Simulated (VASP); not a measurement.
# Ti3C in VASP: notebook, part 2 of 2

VASP 6.6.1.

## (3) Single point, PBE

Input file INCAR:

```
SYSTEM = Ti3C
ALGO = Normal ; DIPOL = 0.5 0.5 0.355
EDIFF = 1E-6 ; ENCUT = 520
GGA = PE ; IDIPOL = 3
ISIF = 2 ; ISMEAR = 0
LASPH = .TRUE. ; LCHARG = .FALSE.
LDIPOL = .TRUE. ; LREAL = .FALSE.
LWAVE = .FALSE. ; NBANDS = 28
NELM = 60 ; PREC = Accurate
SIGMA = 0.1
```

Input file KPOINTS:

```
k-points
0
G
  9 9 1
  0 0 0
```

Input file POSCAR:

```
Ti3C
1.0
    2.9075446952      0.0000000000      0.0000000000
    0.0000000000      2.9075446952      0.0000000000
    0.0000000000      0.0000000000     19.3059824261
Ti C
3 1
Direct
    0.5000000000      0.5000000000      0.2071896634
    0.0000000000      0.0000000000      0.3057583540
    0.5000000000      0.5000000000      0.4043297178
    0.5000000000      0.5000000000      0.5046937128
```

Potentials or basis: VASP PAW PBE potentials, release 64 (Ti_sv, C).

The run is started by

```bash
cat potpaw_PBE.64/Ti_sv/POTCAR potpaw_PBE.64/C/POTCAR > POTCAR
mpirun -np 1 vasp_std > vasp.out
```

OUTCAR:

```text
SYSTEM = Ti3C
   EDIFF = 1E-6
   ENCUT = 520
   GGA = PE
   ISIF = 2
   ISMEAR = 0
   LASPH = .TRUE.
   LREAL = .FALSE.
   NELM = 60
   PREC = Accurate

 ion  position               nearest neighbor table
   1  0.500  0.500  0.207-   2 2.80   2 2.80   2 2.80   2 2.80
   2  0.000  0.000  0.306-   1 2.80   1 2.80   1 2.80   1 2.80   3 2.80   3 2.80   3 2.80   3 2.80

   3  0.500  0.500  0.404-   4 1.94   2 2.80   2 2.80   2 2.80   2 2.80
   4  0.500  0.500  0.505-   3 1.94

  LATTYP: Found a simple tetragonal cell.
 ALAT       =     2.9075446952
 C/A-ratio  =     6.6399606713

  Lattice vectors:

 A1 = (   2.9075446952,   0.0000000000,   0.0000000000)
 A2 = (   0.0000000000,   2.9075446952,   0.0000000000)
 A3 = (   0.0000000000,   0.0000000000,  19.3059824261)

Analysis of symmetry for initial positions (statically):
=====================================================================
 Subroutine PRICEL returns:
 Original cell was already a primitive cell.

 Routine SETGRP: Setting up the symmetry group for a
 simple tetragonal supercell.

 Subroutine GETGRP returns: Found  8 space group operations
 (whereof  8 operations were pure point group operations)
 out of a pool of 16 trial point group operations.

The static configuration has the point symmetry C_4v.

Analysis of symmetry for dynamics (positions and initial velocities):
=====================================================================
 Subroutine PRICEL returns:
 Original cell was already a primitive cell.

 Routine SETGRP: Setting up the symmetry group for a
 simple tetragonal supercell.

 Subroutine GETGRP returns: Found  8 space group operations
 (whereof  8 operations were pure point group operations)
 out of a pool of 16 trial point group operations.

The dynamic configuration has the point symmetry C_4v.

 Subroutine INISYM returns: Found  8 space group operations
 (whereof  8 operations are pure point group operations),
 and found     1 'primitive' translations

[... 115 lines left out ...]
   AEXX    =    0.0000 exact exchange contribution
   IVDW    =     0    specifies the selected vdW correction
   LEPSILON=     F    determine dielectric tensor
   LRPA    =     F    only Hartree local field effects (RPA)
 non-spin polarized calculation
 Gauss-broadening in eV      SIGMA  =   0.10
  energy-cutoff  :      520.00
  volume of cell :      163.21
 maximum number of plane-waves:      4439
 NGX is ok and might be reduce to    24
   NGX = 11   NGY = 11   NGZ = 71

 number of electron      40.0000014 magnetization

 dipolmoment           0.000000      0.000000      0.147139 electrons x Angstroem

 Free energy of the ion-electron system (eV)
  ---------------------------------------------------
  ext. energy  EPLUGINS =         0.00000000
  ---------------------------------------------------
  free energy    TOTEN  =       -26.17312833 eV

  energy without entropy =      -26.11797786  energy(sigma->0) =      -26.14555310

 E-fermi :  -0.5366     XC(G=0):  -5.3278

 val. band max:       -0.5382298368   @ k =   0.2222   0.2222   0.0000
 cond. band min:      -0.5263451616   @ k =   0.1111   0.0000   0.0000
 fundamental gap:      0.0118846751
 Fermi energy:        -0.5366237604

 k-point     1 :       0.0000    0.0000    0.0000
  band No.  band energies     occupation
      1     -57.4035      2.00000
      2     -57.0221      2.00000
      3     -56.8018      2.00000
      4     -33.8309      2.00000
      5     -33.4300      2.00000
      6     -33.4300      2.00000
[... 454 lines left out ...]
     27       2.7320      0.00000
     28       3.1196      0.00000

------------------------ aborting loop because EDIFF is reached ----------------------------------------

 vacuum level on the upper side and lower side of the slab       (xc-potential included)         1.389        -1.744

  FORCE on cell =-STRESS in cart. coord.  units (eV):
  Direction    XX          YY          ZZ          XY          YZ          ZX
  --------------------------------------------------------------------------------------
  -------------------------------------------------------------------------------------
  Total       -1.9587626     -1.9587626      2.2823196      0.0000000     -0.0000000      0.0000000
  in kB      -19.2286009    -19.2286009     22.4048656      0.0000000     -0.0000000      0.0000000
  external PRESSURE =      -5.3507787 kB  Pullay stress =       0.0000000 kB

 VOLUME and BASIS-vectors are now :
 -----------------------------------------------------------------------------
  energy-cutoff  :      520.00
  volume of cell :      163.21
      direct lattice vectors                 reciprocal lattice vectors
     2.907544695  0.000000000  0.000000000     0.343932804  0.000000000  0.000000000
     0.000000000  2.907544695  0.000000000     0.000000000  0.343932804  0.000000000
     0.000000000  0.000000000 19.305982426     0.000000000  0.000000000  0.051797416

 POSITION                                       TOTAL-FORCE (eV/Angst)
 -----------------------------------------------------------------------------------
      1.45377      1.45377      4.00000         0.000000      0.000000     -0.038770
      0.00000      0.00000      5.90297         0.000000     -0.000000     -1.101394
      1.45377      1.45377      7.80598         0.000000      0.000000      1.115180
      1.45377      1.45377      9.74361         0.000000     -0.000000      0.024984
 -----------------------------------------------------------------------------------
    total drift:                                0.000000     -0.000000     -0.000393

  FREE ENERGIE OF THE ION-ELECTRON SYSTEM (eV)
  ---------------------------------------------------
  free  energy   TOTEN  =       -26.1731283271 eV

  energy  without entropy=      -26.1179778638  energy(sigma->0) =      -26.14555310

 vacuum level on the upper side and lower side of the slab         6.315         3.088
```

OSZICAR:

```text
N       E                     dE             d eps       ncg     rms          rms(c)
DAV:   1     0.460495340696E+03    0.46050E+03   -0.21703E+04   928   0.141E+03
DAV:   2     0.319000332532E+02   -0.42860E+03   -0.42050E+03   896   0.442E+02
DAV:   3    -0.220449366730E+02   -0.53945E+02   -0.52756E+02  1600   0.134E+02
DAV:   4    -0.307737607966E+02   -0.87288E+01   -0.86703E+01  1352   0.439E+01
[... 21 lines left out ...]
DAV:  26    -0.261731197625E+02   -0.17879E-04   -0.37006E-06   656   0.872E-03    0.232E-03
DAV:  27    -0.261731232902E+02   -0.35277E-05   -0.27328E-07   528   0.398E-03    0.189E-03
DAV:  28    -0.261731265459E+02   -0.32557E-05   -0.23798E-07   524   0.254E-03    0.132E-03
DAV:  29    -0.261731280531E+02   -0.15072E-05   -0.21377E-07   504   0.249E-03    0.561E-04
DAV:  30    -0.261731283271E+02   -0.27393E-06   -0.61336E-08   476   0.173E-03
   1 F= -.26173128E+02 E0= -.26145553E+02  d E =-.551505E-01
```

Run time: 76 s. Hardware: 1 thread of Intel Xeon Platinum 8559C (Emerald Rapids), shared host; peak memory 0.28 GiB.

Results:

| Item | Value |
| --- | --- |
| Free energy | -26.1731 eV |
| Largest force | 1.115 eV/Å |
| Band gap on the k mesh | zero (bands 20 and 21 overlap by 0.24 eV) |

Forces on the atoms (eV/Å):
```
Ti   0.000  0.000 -0.039
Ti   0.000  0.000 -1.101
Ti   0.000  0.000  1.115
C    0.000  0.000  0.025
```

## (4) Single point, PBE

Input file INCAR:

```
ALGO     = Normal         # electronic algorithm
DIPOL    = 0.5 0.5 0.333
EDIFF    = 1E-6           # SCF threshold, eV
ENCUT    = 520            # plane-wave cutoff, eV
GGA      = PE             # functional
IDIPOL   = 3            
ISIF     = 2              # what is computed and relaxed
ISMEAR   = 0              # smearing method
LASPH    = T              # aspherical terms in the spheres
LCHARG   = F              # write CHGCAR
LDIPOL   = T            
LREAL    = F              # projectors in reciprocal space
LWAVE    = F              # write WAVECAR
NBANDS   = 28             # bands
NELM     = 60             # most SCF steps
PREC     = Accurate       # precision mode
SIGMA    = 0.1            # smearing width, eV
```

Input file KPOINTS:

```
k-points
0
Gamma
  9 9 1
```

POSCAR, as its differences from that of step 3:

```diff
@@ -11,2 +11,2 @@
     0.5000000000      0.5000000000      0.4043297178
-    0.5000000000      0.5000000000      0.5046937128
+    1.0000000000      1.0000000000      0.4147374033
```

The run is started by

```bash
cat potpaw_PBE.64/Ti_sv/POTCAR potpaw_PBE.64/C/POTCAR > POTCAR
mpirun -np 1 vasp_std > vasp.out
```

Wall time 72 s (1 thread of Intel Xeon Platinum 8559C (Emerald Rapids), shared host); peak memory 0.29 GiB.

Results (log left out):

```yaml
Free_energy: -31.9387 eV
Largest_force: 2.328 eV/Å
Band_gap_on_the_k_mesh: zero (bands 20 and 21 overlap by 0.72 eV)
```

Forces in eV/Å, atoms in the order of the input:
```
Ti   0.000  0.000  0.430
Ti   0.000  0.000 -2.328
Ti   0.000  0.000  1.881
C    0.000  0.000  0.016
```

Levels at points of the mesh, in eV from the Fermi level:
```tsv
k point	band 17	band 18	band 19	band 20	band 21	band 22	band 23	band 24
(0.00, 0.00, 0.00)	-1.79	-0.73	-0.02	0.49	0.49	0.63	1.33	1.33
```

## (5) Overview

```tsv
task	cell	atoms held fixed (from 0)	atoms held along some axes (from 0)	gap on the mesh (eV)	largest force (eV/Å)
relaxation of the atoms	atoms relaxed, atomic positions A	[0, 1, 2]	atom 3 along a and b	none	-
single point	as given, atomic positions B	-	-	none	1.12
single point	as given, atomic positions C	-	-	none	2.33
```

Alike in all rows: level PBE; potentials or basis VASP PAW PBE potentials, release 64 (Ti_sv, C); no spin polarisation; k mesh 9 × 9 × 1; cutoff (eV) 520; smearing gaussian 0.1 eV.

Total energies depend on the potentials used, so only differences within one code and one set of settings carry meaning.

The gap in the log of VASP goes by the Fermi energy; the results here count the filled bands.